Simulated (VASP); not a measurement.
Crystal: Nb.

```
Nb
1.0
     0.00000    1.70874    1.70874
     1.70874    0.00000    1.70874
     1.70874    1.70874    0.00000
Nb
1
Direct
  0.00000 0.00000 0.00000
```

Base run:

```yaml
Program: VASP 6.6.1
Functional: PBE
Potentials_or_basis: VASP PAW PBE potentials, release 64 (Nb_sv)
Cutoff: 520 eV
k_mesh: 16 × 16 × 16
Occupations: fermi-dirac, width 0.05 eV
Spin: no spin polarisation
```

Its results: pressure 303.1 GPa.

Task: The run is repeated on the same cell with these changes: functional from PBE to PBEsol. What comes out?

Result: Pressure 287.9 GPa.

PBEsol binds more tightly than PBE, so the same cell stands under less pressure.

Caveats: the PAW data sets were made with another functional, which shifts forces and pressure a little (some runs).
